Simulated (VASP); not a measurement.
# SiC (Moissanite 3C) (F-43m) in VASP: further runs

SiC (Moissanite 3C) is run at these levels: PBEsol; tasks: single point.

All numbers are computed with VASP 6.6.1; they aren't measurements. Logs are shortened: lines on timing, memory, paths and dates and some standing lists are left out, and cuts for length are marked.

**What was measured.**

From “Insight into the structural, elastic and electronic properties of a new orthorhombic 6O-SiC polytype”, 2020, pmc:7200658, for a bulk crystal of SiC: band gap 2.4 eV (indirect).

How close the calculation comes is told below.

### 1 The cell of the first run

It takes space group F-43m (No. 216, cubic). Conventional cell: a = 4.357 Å, b = 4.357 Å, c = 4.357 Å, α = 90.00°, β = 90.00°, γ = 90.00°. Within 2.5 Å of Si (site symmetry -43m) lie 4 C at 1.89 Å. C (site symmetry -43m) has 4 Si at 1.89 Å within 2.5 Å.

### 2 Single point, PBEsol

INCAR

```
SYSTEM = SiC
  PREC = Accurate
  ENCUT = 600
  EDIFF = 1E-6
  ISMEAR = -1
  SIGMA = 0.05
  LREAL = .False.
  LASPH = .True.
  NELM = 120
  ALGO = Normal
  ISIF = 2
  LWAVE = .False.
  LCHARG = .False.
  GGA = PS
  NBANDS = 11
  GGA_COMPAT = .False.
```

KPOINTS

```
Automatic mesh
0
Gamma
  10 10 10
  0 0 0
```

POSCAR

```
SiC
1.0
    0.0000000000      2.1784203537      2.1784203537
    2.1784203537      0.0000000000      2.1784203537
    2.1784203537      2.1784203537      0.0000000000
Si C
1 1
Direct
    0.0000000000      0.0000000000      0.0000000000
    0.7500000000      0.7500000000      0.7500000000
```

Potentials or basis: VASP PAW PBE potentials, release 64 (Si, C).

The run is started by

```bash
cat potpaw_PBE.64/Si/POTCAR potpaw_PBE.64/C/POTCAR > POTCAR
mpirun -np 1 vasp_std > vasp.out
```

OUTCAR:

```text
SYSTEM = SiC
   PREC = Accurate
   ENCUT = 600
   EDIFF = 1E-6
   ISMEAR = -1
   LREAL = .False.
   LASPH = .True.
   NELM = 120
   ISIF = 2
   GGA = PS

 ion  position               nearest neighbor table
   1  0.000  0.000  0.000-   2 1.89   2 1.89   2 1.89   2 1.89
   2  0.750  0.750  0.750-   1 1.89   1 1.89   1 1.89   1 1.89

  LATTYP: Found a face centered cubic cell.
 ALAT       =     4.3568407074

  Lattice vectors:

 A1 = (   0.0000000000,   2.1784203537,   2.1784203537)
 A2 = (   2.1784203537,   0.0000000000,   2.1784203537)
 A3 = (   2.1784203537,   2.1784203537,   0.0000000000)

Analysis of symmetry for initial positions (statically):
=====================================================================
 Subroutine PRICEL returns:
 Original cell was already a primitive cell.

 Routine SETGRP: Setting up the symmetry group for a
 face centered cubic supercell.

 Subroutine GETGRP returns: Found 24 space group operations
 (whereof 24 operations were pure point group operations)
 out of a pool of 48 trial point group operations.

The static configuration has the point symmetry T_d .

Analysis of symmetry for dynamics (positions and initial velocities):
=====================================================================
 Subroutine PRICEL returns:
 Original cell was already a primitive cell.

 Routine SETGRP: Setting up the symmetry group for a
 face centered cubic supercell.

 Subroutine GETGRP returns: Found 24 space group operations
 (whereof 24 operations were pure point group operations)
 out of a pool of 48 trial point group operations.

The dynamic configuration has the point symmetry T_d .

 Subroutine INISYM returns: Found 24 space group operations
 (whereof 24 operations are pure point group operations),
 and found     1 'primitive' translations

----------------------------------------------------------------------------------------

                                     Primitive cell

  volume of cell :      20.6755

  direct lattice vectors                    reciprocal lattice vectors
     0.000000000  2.178420354  2.178420354    -0.229524113  0.229524113  0.229524113
     2.178420354  0.000000000  2.178420354     0.229524113 -0.229524113  0.229524113
     2.178420354  2.178420354  0.000000000     0.229524113  0.229524113 -0.229524113

  length of vectors
     3.080751609  3.080751609  3.080751609     0.397547426  0.397547426  0.397547426

  position of ions in fractional coordinates (direct lattice)
     0.000000000  0.000000000  0.000000000
     0.750000000  0.750000000  0.750000000

  ion indices of the primitive-cell ions
   primitive index   ion index
                 1           1
                 2           2

----------------------------------------------------------------------------------------

 KPOINTS: Automatic mesh

Automatic generation of k-mesh.
 Grid dimensions read from file:
 generate k-points for:   10   10   10

 Generating k-lattice:

  Cartesian coordinates                     Fractional coordinates (reciprocal lattice)
    -0.022952411  0.022952411  0.022952411     0.100000000  0.000000000  0.000000000
     0.022952411 -0.022952411  0.022952411     0.000000000  0.100000000  0.000000000
     0.022952411  0.022952411 -0.022952411     0.000000000  0.000000000  0.100000000

  Length of vectors
     0.039754743  0.039754743  0.039754743

  Shift w.r.t. Gamma in fractional coordinates (k-lattice)
     0.000000000  0.000000000  0.000000000

 Subroutine IBZKPT returns following result:
 ===========================================

 Found     47 irreducible k-points:

 Following reciprocal coordinates:
            Coordinates               Weight
  0.000000  0.000000  0.000000      1.000000
  0.100000  0.000000  0.000000      8.000000
  0.200000  0.000000  0.000000      8.000000
  0.300000  0.000000  0.000000      8.000000
  0.400000  0.000000  0.000000      8.000000
  0.500000  0.000000  0.000000      4.000000
[... 16 lines left out ...]
  0.300000  0.300000  0.000000      6.000000
  0.400000  0.300000  0.000000     24.000000
 [... further k-points ...]
   k-points           NKPTS =     47   k-points in BZ     NKDIM =     47   number of bands    NBANDS=     11
   number of dos      NEDOS =    301   number of ions     NIONS =      2
   total plane-waves  NPLWV =  21952
   dimension x,y,z NGX =    28 NGY =   28 NGZ =   28
   dimension x,y,z NGXF=    56 NGYF=   56 NGZF=   56
   ions per type =               1   1
   NGX,Y,Z   is equivalent  to a cutoff of  15.11, 15.11, 15.11 a.u.
   NGXF,Y,Z  is equivalent  to a cutoff of  30.22, 30.22, 30.22 a.u.
 SYSTEM =  SiC
   PREC   = accura    normal or accurate (medium, high low for compatibility)
   ISTART =      0    job   : 0-new  1-cont  2-samecut
   ICHARG =      2    charge: 1-file 2-atom 10-const
   ISPIN  =      1    spin polarized calculation?
   LNONCOLLINEAR =      F non collinear calculations
   LSORBIT =      F    spin-orbit coupling
   LASPH  =      T    aspherical Exc in radial PAW
   ENCUT  =  600.0 eV  44.10 Ry    6.64 a.u.   6.15  6.15  6.15*2*pi/ulx,y,z
   NELM   =    120;   NELMIN=  2; NELMDL= -5     # of ELM steps
   EDIFF  = 0.1E-05   stopping-criterion for ELM
   LREAL  =      F    real-space projection
   EDIFFG = 0.1E-04   stopping-criterion for IOM
   NSW    =      0    number of steps for IOM
   IBRION =     -1    ionic relax: 0-MD 1-quasi-New 2-CG
   NFREE  =      0    steps in history (QN), initial steepest desc. (CG)
   ISIF   =      2    stress and relaxation
   ISYM   =      2    0-nonsym 1-usesym 2-fastsym
   POTIM  = 0.5000    time-step for ionic-motion
   TEBEG  =    0.0;   TEEND  =   0.0 temperature during run
   PSTRESS=    0.0 pullay stress
   NELECT =       8.0000    total number of electrons
   NUPDOWN=      -1.0000    fix difference up-down
   EMIN   =  10.00;   EMAX   =-10.00  energy-range for DOS
   EFERMI =   0.00;   METHOD = LEGACY
   ISMEAR =    -1;   SIGMA  =   0.05  broadening in eV -4-tet -1-fermi 0-gaus
   EFERMI_NEDOS =   21; number of points for ismear=-14 and -15
   IALGO  =     38    algorithm
   IMIX   =      4    mixing-type and parameters
     AMIX     =   0.40;   BMIX     =  1.00
     AMIX_MAG =   1.60;   BMIX_MAG =  1.00
  volume/ion in A,a.u.               =      10.34        69.76
  Fermi-wavevector in a.u.,A,eV,Ry     =   1.192943  2.254336 19.362638  1.423114
  Thomas-Fermi vector in A             =   2.328969
   LORBIT       =      0    0 simple, 1 ext, 2 COOP (PROOUT), +10 PAW based schemes
   GGA     = PS    functional components
   LHFCALC =     F    Hartree Fock is set to
   AEXX    =    0.0000 exact exchange contribution
   IVDW    =     0    specifies the selected vdW correction
   LEPSILON=     F    determine dielectric tensor
   LRPA    =     F    only Hartree local field effects (RPA)
 non-spin polarized calculation
  energy-cutoff  :      600.00
  volume of cell :       20.68
 maximum number of plane-waves:       701
 NGX is ok and might be reduce to    28
   NGX = 13   NGY = 13   NGZ = 13

 number of electron       8.0000000 magnetization

 Free energy of the ion-electron system (eV)
  ---------------------------------------------------
  ext. energy  EPLUGINS =         0.00000000
  ---------------------------------------------------
  free energy    TOTEN  =       -15.91608828 eV

  energy without entropy =      -15.91608823  energy(sigma->0) =      -15.91608825

 E-fermi :   8.7011     XC(G=0): -11.5083

 val. band max:        8.0648828414   @ k =   0.0000   0.0000   0.0000
 cond. band min:       9.2983562807   @ k =   0.5000   0.5000   0.0000
 fundamental gap:      1.2334734393
 Fermi energy:         8.7011497676

 k-point     1 :       0.0000    0.0000    0.0000
  band No.  band energies     occupation
      1      -7.3654      2.00000
      2       8.0649      1.99999
      3       8.0649      1.99999
      4       8.0649      1.99999
      5      14.2610      0.00000
      6      15.3135      0.00000
      7      15.3135      0.00000
      8      15.3135      0.00000
      9      22.5266      0.00000
     10      22.5266      0.00000
     11      24.3402      0.00000

 k-point     2 :       0.1000    0.0000    0.0000
  band No.  band energies     occupation
      1      -7.1691      2.00000
      2       7.0497      2.00000
      3       7.9300      2.00000
      4       7.9300      2.00000
      5      14.5114      0.00000
      6      15.5579      0.00000
      7      15.5579      0.00000
      8      15.5949      0.00000
      9      21.5499      0.00000
     10      21.5499      0.00000
     11      24.1408      0.00000

 k-point     3 :       0.2000    0.0000    0.0000
  band No.  band energies     occupation
      1      -6.5886      2.00000
      2       4.9185      2.00000
      3       7.6213      2.00000
      4       7.6213      2.00000
      5      14.2123      0.00000
      6      15.9147      0.00000
      7      15.9147      0.00000
      8      16.7905      0.00000
      9      20.8755      0.00000
     10      20.8755      0.00000
     11      23.2589      0.00000

 k-point     4 :       0.3000    0.0000    0.0000
  band No.  band energies     occupation
      1      -5.6585      2.00000
      2       2.5932      2.00000
      3       7.3042      2.00000
      4       7.3042      2.00000
      5      13.8039      0.00000
      6      15.7654      0.00000
      7      15.7654      0.00000
      8      17.7330      0.00000
      9      21.7025      0.00000
     10      21.7025      0.00000
     11      23.0070      0.00000
[... 239 lines left out ...]
 k-point    22 :      -0.2000    0.2000    0.0000
  band No.  band energies     occupation
      1      -5.3467      2.00000
      2       3.2482      2.00000
      3       4.8107      2.00000
      4       7.4154      2.00000
      5      14.5473      0.00000
      6      16.0026      0.00000
      7      16.3772      0.00000
      8      17.1544      0.00000
      9      19.4997      0.00000
     10      23.3689      0.00000
     11      27.1218      0.00000

 k-point    23 :       0.3000    0.3000    0.0000
  band No.  band energies     occupation
      1      -5.0802      2.00000
      2       3.7076      2.00000
      3       5.6811      2.00000
      4       5.6811      2.00000
      5      11.1229      0.00000
      6      13.5643      0.00000
      7      19.5431      0.00000
      8      19.5431      0.00000
      9      20.4030      0.00000
     10      25.1100      0.00000
     11      29.6531      0.00000

 k-point    24 :       0.4000    0.3000    0.0000
  band No.  band energies     occupation
      1      -4.2037      2.00000
      2       2.4779      2.00000
      3       4.8794      2.00000
      4       5.4175      2.00000
      5      10.8223      0.00000
      6      13.5804      0.00000
      7      19.6265      0.00000
      8      19.9352      0.00000
      9      21.7512      0.00000
     10      26.0865      0.00000
     11      29.2459      0.00000

 [... further k-points ...]
[... 5 lines left out ...]
  --------------------------------------------------------------------------------------
  -------------------------------------------------------------------------------------
  Total        0.0284205      0.0284205      0.0284205      0.0000000      0.0000000      0.0000000
  in kB        2.2023519      2.2023519      2.2023519      0.0000000      0.0000000      0.0000000
  external PRESSURE =       2.2023519 kB  Pullay stress =       0.0000000 kB

 VOLUME and BASIS-vectors are now :
 -----------------------------------------------------------------------------
  energy-cutoff  :      600.00
  volume of cell :       20.68
      direct lattice vectors                 reciprocal lattice vectors
     0.000000000  2.178420354  2.178420354    -0.229524113  0.229524113  0.229524113
     2.178420354  0.000000000  2.178420354     0.229524113 -0.229524113  0.229524113
     2.178420354  2.178420354  0.000000000     0.229524113  0.229524113 -0.229524113

 POSITION                                       TOTAL-FORCE (eV/Angst)
 -----------------------------------------------------------------------------------
      0.00000      0.00000      0.00000         0.000000     -0.000000      0.000000
      3.26763      3.26763      3.26763        -0.000000      0.000000     -0.000000
 -----------------------------------------------------------------------------------
    total drift:                                0.000000      0.000000      0.000000

  FREE ENERGIE OF THE ION-ELECTRON SYSTEM (eV)
  ---------------------------------------------------
  free  energy   TOTEN  =       -15.9160882820 eV

  energy  without entropy=      -15.9160882279  energy(sigma->0) =      -15.91608825
```

Run time: 13 s. Hardware: 1 thread of Intel Xeon Platinum 8488C (Sapphire Rapids), shared host; peak memory 0.15 GiB.

Results:

```
Free energy            : -15.9161 eV
Pressure               : 0.2 GPa
Band gap on the k mesh : 1.23 eV, indirect (least direct gap 4.44 eV)
```

Levels at points of the mesh, in eV from the valence-band top:
```tsv
k point	band 1	band 2	band 3	band 4	band 5	band 6	band 7	band 8
(0.00, 0.00, 0.00)	-15.43	0.00	0.00	0.00	6.20	7.25	7.25	7.25
(0.50, 0.00, 0.00)	-11.82	-8.60	-1.06	-1.06	5.38	7.14	7.14	9.92
(0.50, 0.50, 0.00)	-10.36	-7.84	-3.21	-3.21	1.23	4.20	13.96	13.96
```

Caveat: the PAW data sets were made with another functional, which shifts forces and pressure a little.

(Part 1 of 2 ends here.)
